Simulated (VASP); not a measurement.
Wanted: the native input for a VASP 6.6.1 run.

```
Task                   : single point
Functional             : RPBE
Potentials or basis    : VASP PAW PBE potentials, release 64 (Te, Mo_sv)
Cutoff                 : 520 eV
k mesh                 : 4 × 8 × 2
Occupations            : fermi-dirac, width 0.05 eV
Spin                   : no spin polarisation
Dipole correction      : no
Further INCAR settings : ALGO = Normal; EDIFF = 1e-06; NBANDS = 64
```

The structure of Te2Mo lies in POSCAR:

```
Te2Mo
1.0
    6.3300000000      0.0000000000      0.0000000000
    0.0000000000      3.4690000000      0.0000000000
   -0.9467947088      0.0000000000     13.8276237937
Te Mo
8 4
Direct
    0.9437000000      0.7500000000      0.6045000000
    0.0563000000      0.2500000000      0.3955000000
    0.9030000000      0.2500000000      0.8514000000
    0.0970000000      0.7500000000      0.1486000000
    0.4112000000      0.7500000000      0.8955000000
    0.5888000000      0.2500000000      0.1045000000
    0.4432000000      0.2500000000      0.6484000000
    0.5568000000      0.7500000000      0.3516000000
    0.8167000000      0.7500000000      0.9926000000
    0.1833000000      0.2500000000      0.0074000000
    0.6819000000      0.2500000000      0.4934000000
    0.3181000000      0.7500000000      0.5066000000
```

One way to write it, as run:

INCAR

```
PREC = Accurate
ENCUT = 520
EDIFF = 1E-6
ISMEAR = -1
SIGMA = 0.05
LREAL = False
LASPH = True
NELM = 60
ALGO = Normal
ISIF = 2
LWAVE = False
LCHARG = True
GGA = RP
LELF = True
LVHAR = True
NBANDS = 64
```

KPOINTS

```
regular mesh
0
Gamma
  4 8 2
```

Potentials or basis: VASP PAW PBE potentials, release 64 (Te, Mo_sv).

Command:

```sh
$ cat potpaw_PBE.64/Te/POTCAR potpaw_PBE.64/Mo_sv/POTCAR > POTCAR
$ mpirun -np 1 vasp_std > vasp.out
```

It gave:

The pressure is 4.4 GPa, the largest force is 0.245 eV/Å and the band gap on the k mesh is zero (bands 52 and 53 overlap by 0.19 eV).

Caveat: the cell stands under pressure; the PAW data sets were made with another functional, which shifts forces and pressure a little; spin-orbit coupling is left out, which moves the levels of the heavy elements.

It took 6.3 min on 1 thread of Intel(R) Xeon(R) 6975P-C (Granite Rapids), with other jobs on the host, peak memory 0.65 GiB.
